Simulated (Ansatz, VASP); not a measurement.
**EuSb in VASP and in Ansatz**

INCAR

```
SYSTEM = EuSb
ALGO     = Normal         ! electronic algorithm
EDIFF    = 1E-6           ! SCF threshold, eV
ENCUT    = 520            ! plane-wave cutoff, eV
GGA      = PS             ! functional
ISIF     = 2              ! what is computed and relaxed
ISMEAR   = 0              ! smearing method
ISPIN    = 2              ! spin polarisation
LASPH    = .True.         ! aspherical terms in the spheres
LCHARG   = .True.         ! write CHGCAR
LELF     = .True.         ! ELF
LMAXMIX  = 6              ! l up to which the mixer works
LORBIT   = 11             ! projections on sites
LREAL    = .False.        ! projectors in reciprocal space
LVHAR    = .True.       
LWAVE    = .False.        ! write WAVECAR
MAGMOM   = 7.17 0         ! initial moments
NBANDS   = 22             ! bands
NELM     = 150            ! most SCF steps
PREC     = Accurate       ! precision mode
SIGMA    = 0.05           ! smearing width, eV
```

Contents of KPOINTS:

```
k-points
0
Gamma
  8 8 8
  0 0 0
```

POSCAR

```
EuSb
1.0
    0.0000000000      3.5120135477      3.5120135477
    3.5120135477      0.0000000000      3.5120135477
    3.5120135477      3.5120135477      0.0000000000
Eu Sb
1 1
Direct
    0.0000000000      0.0000000000      0.0000000000
    0.2500000000      0.2500000000      0.2500000000
```

Input for Ansatz:

```yaml
crystal:
  lattice:
    - [0.0, 3.5120135477, 3.5120135477]
    - [3.5120135477, 0.0, 3.5120135477]
    - [3.5120135477, 3.5120135477, 0.0]
  atoms:
    - { symbol: Eu, position: [0.0, 0.0, 0.0], spin: 7.17 }
    - { symbol: Sb, position: [0.25, 0.25, 0.25] }
basis:
  ecutwfc: 420
  ecutrho_ratio: 4
kpoints:
  mp_grid: { grid: [8, 8, 8] }
hamiltonian:
  xc: pbesol
scf:
  occupations: { method: gaussian, width: 0.05 }
output:
  forces: true
  stress: true
  eigenvalues: true
  populations: true
magnetization:
  spin_polarized: true
```

Alike in both runs: task single point; functional PBEsol; k mesh 8 × 8 × 8; occupations gaussian, width 0.05 eV; collinear spin.

```csv
,VASP,Ansatz
version,VASP 6.6.1,Ansatz 0.2.0
potentials or method,"VASP PAW PBE potentials, release 64 (Eu, Sb), cutoff 520 eV","scalar-relativistic, plane waves, PAW"
valence electrons in the cell,22,32
```

|  | VASP | Ansatz | Ansatz less VASP |
| --- | --- | --- | --- |
| gap on the k mesh at the Fermi level (eV) | none | none | - |
| pressure (GPa) | 1.1 | 1.1 | +0.05 |
| net moment per atom (μB) | 3.00 | 3.00 | 0.000 |
| size of the moment on the site where the two differ most (μB) | 6.36 | 6.51 | +0.150 |

VASP's potentials were made for PBE, not for PBEsol. Site moments also hang on the region over which each program counts them. A gap of «none» marks a metal or a gap that the smearing closes. With one functional, cell and mesh, what is left measures potentials, basis and numerics. VASP's potentials hold 22 valence electrons a cell and Ansatz's 32, so a difference there can come from the potentials and not from the codes. Ansatz's warnings: given moment on shells.

Neither program's run includes spin-orbit coupling.
